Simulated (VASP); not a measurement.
# C (P1) in VASP: further runs, part 2 of 2

VASP 6.6.1.

## Step 3: Single point, r2SCAN (atoms moved at random)

POSCAR

```
C
1.0
    2.1205985457     -4.3694582406      0.0000000000
    2.1205985457      4.3694582406      0.0000000000
    0.0000000000      0.0000000000      2.5047085935
C
8
Direct
    0.6629711110      1.0269607704     -0.0162321114
    0.3746155928      0.0264996978     -0.1095723900
    0.0184973023      0.3150993785      0.0451899298
    0.9894904982      0.6781735879      0.0036317334
    0.3631839225      0.2171173497      0.5269333377
    0.5597627894      0.7360544448      0.4961377591
    0.7653333600      0.6117354196      0.5449368617
    0.2661454238      0.3883593513      0.5089748796
```

INCAR.step1

```
PREC     = Accurate       # precision mode
ENCUT    = 520            # plane-wave cutoff, eV
ISMEAR   = 0              # smearing method
SIGMA    = 0.05           # smearing width, eV
LREAL    = F              # projectors in reciprocal space
LASPH    = T              # aspherical terms in the spheres
NELM     = 80             # most SCF steps
NBANDS   = 26             # bands
GGA      = PE             # functional
ALGO     = Normal         # electronic algorithm
EDIFF    = 1E-4           # SCF threshold, eV
LWAVE    = T              # write WAVECAR
LCHARG   = F              # write CHGCAR
```

INCAR.step2

```
PREC     = Accurate       # precision mode
ENCUT    = 520            # plane-wave cutoff, eV
EDIFF    = 1E-7           # SCF threshold, eV
ISMEAR   = 0              # smearing method
SIGMA    = 0.05           # smearing width, eV
LREAL    = F              # projectors in reciprocal space
LASPH    = T              # aspherical terms in the spheres
NELM     = 80             # most SCF steps
ALGO     = Normal         # electronic algorithm
ISIF     = 2              # what is computed and relaxed
LWAVE    = F              # write WAVECAR
LCHARG   = F              # write CHGCAR
METAGGA  = R2SCAN         # meta-GGA
LMIXTAU  = T            
NBANDS   = 26             # bands
ISTART   = 1
```

KPOINTS

```
Automatic mesh
0
Gamma
  6 6 10
```

Potentials or basis: VASP PAW PBE potentials, release 64 (C).

Started as:

```
$ cat potpaw_PBE.64/C/POTCAR > POTCAR
$ cp INCAR.step1 INCAR
$ mpirun -np 1 vasp_std > vasp.out
$ cp INCAR.step2 INCAR
$ mpirun -np 1 vasp_std > vasp.out
```

OUTCAR:

```text
PREC = Accurate
   ENCUT = 520
   EDIFF = 1E-7
   ISMEAR = 0
   LREAL = F
   LASPH = T
   NELM = 80
   ISIF = 2
   METAGGA = R2SCAN
   ISTART = 1

 ion  position               nearest neighbor table
   1  0.663  0.027  0.984-   3 1.40   2 1.42   6 1.69   6 1.74
   2  0.375  0.026  0.890-   5 1.32   1 1.42   4 1.59   5 1.86
   3  0.018  0.315  0.045-   1 1.40   8 1.55   8 1.69   4 1.86
   4  0.989  0.678  0.004-   7 1.47   2 1.59   7 1.64   3 1.86
   5  0.363  0.217  0.527-   8 1.18   2 1.32   7 1.69   2 1.86
   6  0.560  0.736  0.496-   8 1.38   7 1.46   1 1.69   1 1.74
   7  0.765  0.612  0.545-   6 1.46   4 1.47   4 1.64   5 1.69   8 1.95
   8  0.266  0.388  0.509-   5 1.18   6 1.38   3 1.55   3 1.69   7 1.95

  LATTYP: Found a base centered orthorhombic cell.
 ALAT       =     4.2411970914
 B/A-ratio  =     2.0604834656
 C/A-ratio  =     0.5905664225

  Lattice vectors:

 A1 = (   2.1205985457,  -4.3694582406,   0.0000000000)
 A2 = (   2.1205985457,   4.3694582406,   0.0000000000)
 A3 = (   0.0000000000,   0.0000000000,   2.5047085935)

Analysis of symmetry for initial positions (statically):
[... 185 lines left out ...]
 E-fermi :  11.1136     XC(G=0): -14.0576

 val. band max:       11.1066812596   @ k =   0.5000   0.5000   0.1000
 cond. band min:      11.1885626809   @ k =   0.5000   0.5000   0.5000
 fundamental gap:      0.0818814213
 Fermi energy:        11.1135781631

 k-point     1 :       0.0000    0.0000    0.0000
  band No.  band energies     occupation
      1     -14.0052      2.00000
      2      -8.8073      2.00000
      3      -7.7819      2.00000
      4      -6.8160      2.00000
      5      -5.4736      2.00000
      6      -3.3617      2.00000
[... 685 lines left out ...]
     25      20.6674      0.00000
     26      21.4504      0.00000

 [... further k-points ...]
[... 5 lines left out ...]
  --------------------------------------------------------------------------------------
  -------------------------------------------------------------------------------------
  Total        8.0811327     28.3597155      6.0136561      0.7908674     -2.4193700      0.0306587
  in kB      278.9392101    978.9019621    207.5754173     27.2986399    -83.5102198      1.0582580
  external PRESSURE =     488.4721965 kB  Pullay stress =       0.0000000 kB

 VOLUME and BASIS-vectors are now :
 -----------------------------------------------------------------------------
  energy-cutoff  :      520.00
  volume of cell :       46.42
      direct lattice vectors                 reciprocal lattice vectors
     2.120598546 -4.369458241  0.000000000     0.235782487 -0.114430662  0.000000000
     2.120598546  4.369458241  0.000000000     0.235782487  0.114430662  0.000000000
     0.000000000  0.000000000  2.504708594     0.000000000  0.000000000  0.399248041

 POSITION                                       TOTAL-FORCE (eV/Angst)
 -----------------------------------------------------------------------------------
      1.46307     -2.77902      2.46405        -6.635123     -5.625081      0.335382
      0.85060     -1.52108      2.23026        -4.203344      1.878309      7.890358
      0.70742      1.29599      0.11319         3.559118      3.279714     -2.384405
      3.53645     -1.36029      0.00910        -1.570009     -2.487845      1.267468
      1.23059     -0.63823      1.31981         4.284808    -19.938397     -4.133101
      2.74791      0.77030      1.24268         7.942604      3.631905      0.155337
      2.92021     -0.67114      1.36491         1.829181     -4.558854     -3.205698
      1.38794      0.53401      1.27483        -5.207234     23.820249      0.074659
 -----------------------------------------------------------------------------------
    total drift:                               -0.000095      0.000447     -0.000199

  FREE ENERGIE OF THE ION-ELECTRON SYSTEM (eV)
  ---------------------------------------------------
  free  energy   TOTEN  =       -68.8209636145 eV

  energy  without entropy=      -68.8207383492  energy(sigma->0) =      -68.82085098
```

OSZICAR.step1:

```text
N       E                     dE             d eps       ncg     rms          rms(c)
DAV:   1     0.817035782825E+02    0.81704E+02   -0.16958E+04  9576   0.120E+03
DAV:   2    -0.612672915948E+02   -0.14297E+03   -0.13230E+03 12112   0.241E+02
DAV:   3    -0.672417990226E+02   -0.59745E+01   -0.58862E+01 12932   0.448E+01
DAV:   4    -0.673023615534E+02   -0.60563E-01   -0.60451E-01 12024   0.492E+00
DAV:   5    -0.673034015879E+02   -0.10400E-02   -0.10392E-02 12896   0.576E-01    0.131E+01
DAV:   6    -0.639842608498E+02    0.33191E+01   -0.31585E+00 11282   0.137E+01    0.753E+00
DAV:   7    -0.632449167801E+02    0.73934E+00   -0.21950E+00 11916   0.876E+00    0.325E+00
DAV:   8    -0.632157874485E+02    0.29129E-01   -0.14376E-01 12596   0.236E+00    0.115E+00
DAV:   9    -0.632181118021E+02   -0.23244E-02   -0.77287E-03 11968   0.576E-01    0.317E-01
DAV:  10    -0.632183344980E+02   -0.22270E-03   -0.13227E-03 11960   0.235E-01    0.470E-02
DAV:  11    -0.632183747374E+02   -0.40239E-04   -0.89161E-05  6232   0.683E-02
   1 F= -.63218375E+02 E0= -.63218258E+02  d E =-.234314E-03
```

It took 4.6 min on 1 thread of Intel Xeon 6975P-C (Granite Rapids), shared host; peak memory 0.26 GiB.

What came out:

| Item | Value |
| --- | --- |
| Free energy | -68.8210 eV |
| Pressure | 48.8 GPa |
| Largest force | 24.383 eV/Å |
| Band gap on the k mesh | zero (band 16 reaches 11.80 eV, above the bottom of band 17 at 10.65 eV) |

Forces on the atoms (eV/Å):
```
C    -6.635  -5.625   0.335
C    -4.203   1.878   7.890
C     3.559   3.280  -2.384
C    -1.570  -2.488   1.267
C     4.285 -19.938  -4.133
C     7.943   3.632   0.155
C     1.829  -4.559  -3.206
C    -5.207  23.820   0.075
```

Caveat: the cell differs from its parent crystal (atoms moved at random); the PAW data sets were made with another functional, which shifts forces and pressure a little.
